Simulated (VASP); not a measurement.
# Sn2P (P4_2/mnm) in VASP: further runs

Runs on Sn2P. Level: r2SCAN. Tasks: single point.

Everything below comes from runs of VASP 6.6.1. Logs are shortened: lines on timing, memory, paths and dates and some standing lists are left out, and cuts for length are marked.

### 1 The cell of the first run

The structure is tetragonal, space group P4_2/mnm (No. 136). Conventional cell: a = 6.097 Å, b = 6.097 Å, c = 3.927 Å, α = 90.00°, β = 90.00°, γ = 90.00°. Sn (site symmetry m2m) has 3 P at 2.58 to 2.64 Å and 1 Sn at 3.35 Å within 3.4 Å. P (site symmetry mmm) has 6 Sn at 2.58 to 2.64 Å within 3.4 Å.

### 2 Single point, r2SCAN

File POSCAR:

```
Sn2P
1.0
    6.0972079063      0.0000000000      0.0000000000
    0.0000000000      6.0972079063      0.0000000000
    0.0000000000      0.0000000000      3.9272177176
Sn P
4 2
Direct
    0.3060000000      0.3060000000      0.0000000000
    0.1940000000      0.8060000000      0.5000000000
    0.6940000000      0.6940000000      0.0000000000
    0.8060000000      0.1940000000      0.5000000000
    0.0000000000      0.0000000000      0.0000000000
    0.5000000000      0.5000000000      0.5000000000
```

File INCAR.step1:

```
PREC     = Accurate       # precision mode
ENCUT    = 520            # plane-wave cutoff, eV
ISMEAR   = 0              # smearing method
SIGMA    = 0.1            # smearing width, eV
LREAL    = F              # projectors in reciprocal space
LASPH    = T              # aspherical terms in the spheres
NELM     = 80             # most SCF steps
NBANDS   = 42             # bands
GGA      = PE             # functional
ALGO     = Normal         # electronic algorithm
EDIFF    = 1E-4           # SCF threshold, eV
LWAVE    = T              # write WAVECAR
LCHARG   = F              # write CHGCAR
```

File INCAR.step2:

```
PREC     = Accurate       # precision mode
ENCUT    = 520            # plane-wave cutoff, eV
EDIFF    = 1E-6           # SCF threshold, eV
ISMEAR   = 0              # smearing method
SIGMA    = 0.1            # smearing width, eV
LREAL    = F              # projectors in reciprocal space
LASPH    = T              # aspherical terms in the spheres
NELM     = 80             # most SCF steps
ALGO     = Normal         # electronic algorithm
ISIF     = 2              # what is computed and relaxed
LWAVE    = F              # write WAVECAR
LCHARG   = F              # write CHGCAR
METAGGA  = R2SCAN         # meta-GGA
LMIXTAU  = T            
NBANDS   = 42             # bands
ISTART   = 1
```

File KPOINTS:

```
Automatic mesh
0
Gamma
  4 4 4
```

Potentials or basis: VASP PAW PBE potentials, release 64 (Sn_d, P).

On the command line:

```console
$ cat potpaw_PBE.64/Sn_d/POTCAR potpaw_PBE.64/P/POTCAR > POTCAR
$ cp INCAR.step1 INCAR
$ mpirun -np 1 vasp_std > vasp.out
$ cp INCAR.step2 INCAR
$ mpirun -np 1 vasp_std > vasp.out
```

OUTCAR:

```text
PREC = Accurate
   ENCUT = 520
   EDIFF = 1E-6
   ISMEAR = 0
   LREAL = F
   LASPH = T
   NELM = 80
   ISIF = 2
   METAGGA = R2SCAN
   ISTART = 1

 ion  position               nearest neighbor table
   1  0.306  0.306  0.000-   6 2.58   6 2.58   5 2.64   3 3.35   4 3.69   2 3.69   4 3.69   2 3.69
                             2 3.69   2 3.69   4 3.69   4 3.69
   2  0.194  0.806  0.500-   5 2.58   5 2.58   6 2.64   4 3.35   1 3.69   1 3.69   3 3.69   3 3.69
                             1 3.69   1 3.69   3 3.69   3 3.69
   3  0.694  0.694  0.000-   6 2.58   6 2.58   5 2.64   1 3.35   4 3.69   2 3.69   4 3.69   2 3.69
                             4 3.69   4 3.69   2 3.69   2 3.69
   4  0.806  0.194  0.500-   5 2.58   5 2.58   6 2.64   2 3.35   3 3.69   1 3.69   3 3.69   1 3.69
                             3 3.69   3 3.69   1 3.69   1 3.69
   5  0.000  0.000  0.000-   2 2.58   4 2.58   2 2.58   4 2.58   3 2.64   1 2.64
   6  0.500  0.500  0.500-   1 2.58   3 2.58   1 2.58   3 2.58   2 2.64   4 2.64

  LATTYP: Found a simple tetragonal cell.
 ALAT       =     6.0972079063
 C/A-ratio  =     0.6441010013

  Lattice vectors:

 A1 = (   6.0972079063,   0.0000000000,   0.0000000000)
 A2 = (   0.0000000000,   6.0972079063,   0.0000000000)
 A3 = (   0.0000000000,   0.0000000000,   3.9272177176)

Analysis of symmetry for initial positions (statically):
=====================================================================
 Subroutine PRICEL returns:
 Original cell was already a primitive cell.

 Routine SETGRP: Setting up the symmetry group for a
 simple tetragonal supercell.

 Subroutine GETGRP returns: Found 16 space group operations
 (whereof  8 operations were pure point group operations)
 out of a pool of 16 trial point group operations.

The static configuration has the point symmetry D_2h.
 The point group associated with its full space group is D_4h.

Analysis of symmetry for dynamics (positions and initial velocities):
=====================================================================
 Subroutine PRICEL returns:
 Original cell was already a primitive cell.

 Routine SETGRP: Setting up the symmetry group for a
 simple tetragonal supercell.

 Subroutine GETGRP returns: Found 16 space group operations
 (whereof  8 operations were pure point group operations)
 out of a pool of 16 trial point group operations.

The dynamic configuration has the point symmetry D_2h.
 The point group associated with its full space group is D_4h.

 Subroutine INISYM returns: Found 16 space group operations
 (whereof  8 operations are pure point group operations),
 and found     1 'primitive' translations
[... 100 lines left out ...]
   IBRION =     -1    ionic relax: 0-MD 1-quasi-New 2-CG
   NFREE  =      0    steps in history (QN), initial steepest desc. (CG)
   ISIF   =      2    stress and relaxation
   ISYM   =      2    0-nonsym 1-usesym 2-fastsym
   POTIM  = 0.5000    time-step for ionic-motion
   TEBEG  =    0.0;   TEEND  =   0.0 temperature during run
   PSTRESS=    0.0 pullay stress
   NELECT =      66.0000    total number of electrons
   NUPDOWN=      -1.0000    fix difference up-down
   EMIN   =  10.00;   EMAX   =-10.00  energy-range for DOS
   EFERMI =   0.00;   METHOD = LEGACY
   ISMEAR =     0;   SIGMA  =   0.10  broadening in eV -4-tet -1-fermi 0-gaus
   EFERMI_NEDOS =   21; number of points for ismear=-14 and -15
   IALGO  =     38    algorithm
   IMIX   =      4    mixing-type and parameters
     AMIX     =   0.40;   BMIX     =  1.00
     AMIX_MAG =   1.60;   BMIX_MAG =  1.00
  volume/ion in A,a.u.               =      24.33       164.21
  Fermi-wavevector in a.u.,A,eV,Ry     =   1.256436  2.374320 21.478595  1.578632
  Thomas-Fermi vector in A             =   2.390144
   LORBIT       =      0    0 simple, 1 ext, 2 COOP (PROOUT), +10 PAW based schemes
   METAGGA = R2SCAN    functional components
   LHFCALC =     F    Hartree Fock is set to
   AEXX    =    0.0000 exact exchange contribution
   IVDW    =     0    specifies the selected vdW correction
   LEPSILON=     F    determine dielectric tensor
   LRPA    =     F    only Hartree local field effects (RPA)
 non-spin polarized calculation
 Gauss-broadening in eV      SIGMA  =   0.10
  energy-cutoff  :      520.00
  volume of cell :      146.00
 maximum number of plane-waves:      3995
 NGX is ok and might be reduce to    48
   NGX = 23   NGY = 23   NGZ = 15

 number of electron      65.9999978 magnetization

 Free energy of the ion-electron system (eV)
  ---------------------------------------------------
  ext. energy  EPLUGINS =         0.00000000
  ---------------------------------------------------
  free energy    TOTEN  =      -113.69873996 eV

  energy without entropy =     -113.68227424  energy(sigma->0) =     -113.69050710

 E-fermi :   7.8272     XC(G=0): -10.8524

 val. band max:        7.7638570323   @ k =   0.5000   0.2500   0.0000
 cond. band min:       7.8446998060   @ k =   0.2500   0.0000   0.5000
 fundamental gap:      0.0808427737
 Fermi energy:         7.8271604662

 k-point     1 :       0.0000    0.0000    0.0000
  band No.  band energies     occupation
      1     -14.7007      2.00000
      2     -14.6847      2.00000
      3     -14.6734      2.00000
      4     -14.6164      2.00000
      5     -14.6164      2.00000
      6     -14.6051      2.00000
[... 799 lines left out ...]
     41      13.2945      0.00000
     42      13.3243      0.00000

------------------------ aborting loop because EDIFF is reached ----------------------------------------

  FORCE on cell =-STRESS in cart. coord.  units (eV):
  Direction    XX          YY          ZZ          XY          YZ          ZX
  --------------------------------------------------------------------------------------
  -------------------------------------------------------------------------------------
  Total        8.0609713      8.0609713      8.0343746      0.0000000      0.0000000      0.0000000
  in kB       88.4608221     88.4608221     88.1689505      0.0000000      0.0000000      0.0000000
  external PRESSURE =      88.3635316 kB  Pullay stress =       0.0000000 kB

 VOLUME and BASIS-vectors are now :
 -----------------------------------------------------------------------------
  energy-cutoff  :      520.00
  volume of cell :      146.00
      direct lattice vectors                 reciprocal lattice vectors
     6.097207906  0.000000000  0.000000000     0.164009497  0.000000000  0.000000000
     0.000000000  6.097207906  0.000000000     0.000000000  0.164009497  0.000000000
     0.000000000  0.000000000  3.927217718     0.000000000  0.000000000  0.254633196

 POSITION                                       TOTAL-FORCE (eV/Angst)
 -----------------------------------------------------------------------------------
      1.86575      1.86575      0.00000        -0.643426     -0.643426      0.000000
      1.18286      4.91435      1.96361         0.643426     -0.643426      0.000000
      4.23146      4.23146      0.00000         0.643426      0.643426     -0.000000
      4.91435      1.18286      1.96361        -0.643426      0.643426     -0.000000
      0.00000      0.00000      0.00000         0.000000      0.000000      0.000000
      3.04860      3.04860      1.96361         0.000000      0.000000      0.000000
 -----------------------------------------------------------------------------------
    total drift:                                0.000000      0.000000     -0.000000

  FREE ENERGIE OF THE ION-ELECTRON SYSTEM (eV)
  ---------------------------------------------------
  free  energy   TOTEN  =      -113.6987399614 eV

  energy  without entropy=     -113.6822742373  energy(sigma->0) =     -113.69050710
```

Run time: 4 min. Hardware: 1 thread of Intel Xeon Platinum 8488C (Sapphire Rapids), shared host; peak memory 0.32 GiB.

Results:

| Quantity | Value |
| --- | --- |
| Free energy | -113.6987 eV |
| Pressure | 8.8 GPa |
| Largest force | 0.910 eV/Å |
| Band gap on the k mesh | zero (bands 33 and 34 overlap by 1.90 eV) |

Forces on the atoms (eV/Å):
```
Sn  -0.643 -0.643  0.000
Sn   0.643 -0.643  0.000
Sn   0.643  0.643  0.000
Sn  -0.643  0.643  0.000
P    0.000  0.000  0.000
P    0.000  0.000  0.000
```

Caveat: the k points lie up to 0.40 Å⁻¹ apart, too coarse for converged energies and pressures of a metal; the PAW data sets were made with another functional, which shifts forces and pressure a little; spin-orbit coupling is left out, which moves the levels of the heavy elements.

### 3 Single point, r2SCAN

This run uses another cell than the first one, of 28.00 Å³/atom.

File POSCAR:

```
Sn2P
1.0
    6.5878959845      0.0000000000      0.0000000000
    0.0000000000      6.5878959845      0.0000000000
    0.0000000000      0.0000000000      3.8710396703
Sn P
4 2
Direct
    0.2937878144      0.2937878144      0.0000000000
    0.2062121856      0.7937878144      0.5000000000
    0.7062121856      0.7062121856      0.0000000000
    0.7937878144      0.2062121856      0.5000000000
    0.0000000000      0.0000000000      0.0000000000
    0.5000000000      0.5000000000      0.5000000000
```

File INCAR.step1:

```
SYSTEM = Sn2P
ALGO = Normal
EDIFF = 1E-4
ENCUT = 520
GGA = PE
ISMEAR = 0
LASPH = .True.
LCHARG = .False.
LREAL = .False.
LWAVE = .True.
NBANDS = 42
NELM = 60
PREC = Accurate
SIGMA = 0.1
```

File INCAR.step2:

```
SYSTEM = Sn2P
ALGO = Normal
EDIFF = 1E-6
ENCUT = 520
ISIF = 2
ISMEAR = 0
ISTART = 1
LASPH = .True.
LCHARG = .False.
LMIXTAU = .True.
LREAL = .False.
LWAVE = .False.
METAGGA = R2SCAN
NBANDS = 42
NELM = 60
PREC = Accurate
SIGMA = 0.1
```

File KPOINTS:

```
k-points
0
Gamma
  4 4 4
  0 0 0
```

Potentials or basis: VASP PAW PBE potentials, release 64 (Sn_d, P).

On the command line:

```console
$ cat potpaw_PBE.64/Sn_d/POTCAR potpaw_PBE.64/P/POTCAR > POTCAR
$ cp INCAR.step1 INCAR
$ mpirun -np 1 vasp_std > vasp.out
$ cp INCAR.step2 INCAR
$ mpirun -np 1 vasp_std > vasp.out
```

Wall time 6 min (1 thread of Intel Xeon Platinum 8488C (Sapphire Rapids), shared host); peak memory 0.34 GiB.

Results (log left out):

```
Free energy            : -114.4679 eV
Pressure               : -0.1 GPa
Largest force          : 0.018 eV/Å
Band gap on the k mesh : zero (bands 33 and 34 overlap by 2.26 eV)
```

Forces on the atoms (eV/Å):
```
Sn   0.013  0.013  0.000
Sn  -0.013  0.013  0.000
Sn  -0.013 -0.013  0.000
Sn   0.013 -0.013  0.000
P    0.000  0.000  0.000
P    0.000  0.000  0.000
```

Stress tensor (GPa, compression positive):
```
-0.07  0.00  0.00
 0.00 -0.07  0.00
 0.00  0.00 -0.20
```

Levels at points of the mesh, in eV from the Fermi level:
```tsv
k point	band 29	band 30	band 31	band 32	band 33	band 34	band 35	band 36	band 37	band 38
(0.00, 0.00, 0.00)	-3.20	-2.89	-1.69	1.29	1.35	1.82	1.82	2.25	2.25	2.42
(0.50, 0.00, 0.00)	-1.82	-1.82	-1.06	-1.06	-0.92	-0.92	2.60	2.60	2.80	2.80
(0.50, 0.50, 0.00)	-2.31	-2.31	0.29	0.29	0.48	0.48	1.41	1.41	1.64	1.64
(0.00, 0.00, 0.50)	-2.40	-2.40	-2.15	-2.15	-0.53	-0.53	-0.07	-0.07	0.21	0.21
(0.50, 0.00, 0.50)	-4.30	-4.30	-1.62	-1.62	0.92	0.92	1.56	1.56	1.85	1.85
(0.50, 0.50, 0.50)	-2.25	-2.25	-1.79	-1.79	-0.06	-0.06	0.58	0.58	1.61	1.61
```

Caveat: the k points lie up to 0.41 Å⁻¹ apart, too coarse for converged energies and pressures of a metal; the PAW data sets were made with another functional, which shifts forces and pressure a little; spin-orbit coupling is left out, which moves the levels of the heavy elements.
